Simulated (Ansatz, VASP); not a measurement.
# Two plane-wave programs on Ga3Sb

INCAR

```
PREC = Accurate
ENCUT = 520
EDIFF = 1E-6
ISMEAR = 1
SIGMA = 0.15
LREAL = F
LASPH = T
NELM = 60
ALGO = Fast
ISIF = 2
LWAVE = F
LCHARG = F
GGA = PS
IVDW = 12
NBANDS = 30
```

KPOINTS

```
regular mesh
0
Gamma
  14 14 14
```

Contents of POSCAR:

```
Ga3Sb
1.0
   -2.1629807800      2.1629807800      3.8561621346
    2.1629807800     -2.1629807800      3.8561621346
    2.1629807800      2.1629807800     -3.8561621346
Ga Sb
3 1
Direct
    0.7500000000      0.2500000000      0.5000000000
    0.2500000000      0.7500000000      0.5000000000
    0.5000000000      0.5000000000      0.0000000000
    0.0000000000      0.0000000000      0.0000000000
```

Input for Ansatz:

```yaml
crystal:
  lattice:
    - [-2.16298078, 2.16298078, 3.8561621346]
    - [2.16298078, -2.16298078, 3.8561621346]
    - [2.16298078, 2.16298078, -3.8561621346]
  atoms:
    - { symbol: Ga, position: [0.75, 0.25, 0.5] }
    - { symbol: Ga, position: [0.25, 0.75, 0.5] }
    - { symbol: Ga, position: [0.5, 0.5, 0.0] }
    - { symbol: Sb, position: [0.0, 0.0, 0.0] }
kpoints:
  mp_grid: { grid: [14, 14, 14] }
hamiltonian:
  xc: pbesol
  pseudopotentials: { kind: paw, azcp: { folder: soft_1 } }
  dispersion: d3bj
scf:
  occupations: { method: methfessel_paxton, width: 0.15 }
  mixing: { preconditioner: kerker_dos }
output:
  forces: true
  eigenvalues: true
  stress: true
accuracy: medium
```

Alike in both runs: task single point; functional PBEsol; dispersion D3(BJ); k mesh 14 × 14 × 14; occupations methfessel-paxton of order 1, width 0.15 eV; no spin polarisation.

```csv
,VASP,Ansatz
version,VASP 6.6.1,Ansatz 0.2.0
potentials or method,"VASP PAW PBE potentials, release 64 (Ga_d, Sb)","scalar-relativistic, plane waves, PAW"
plane-wave cutoff (eV),520,420
valence electrons in the cell,44,54
```

Ansatz gave:

| Property | Result |
| --- | --- |
| gap on the k mesh at the Fermi level (eV) | none |
| pressure (GPa) | 6.5 |
| traceless stress, the component that is largest in VASP (GPa) | 0.10 |

Task: Which values does VASP return?

Result: gap on the k mesh at the Fermi level (eV): none; pressure (GPa): 6.7; traceless stress, the component that is largest in VASP (GPa): 0.11.

VASP's potentials were made for PBE, not for PBEsol, and Ansatz warns of the same on its side. A gap of «none» marks a metal or a gap that the smearing closes. VASP's potentials hold 44 valence electrons a cell and Ansatz's 54, so a difference there can come from the potentials and not from the codes.

Neither program's run includes spin-orbit coupling.
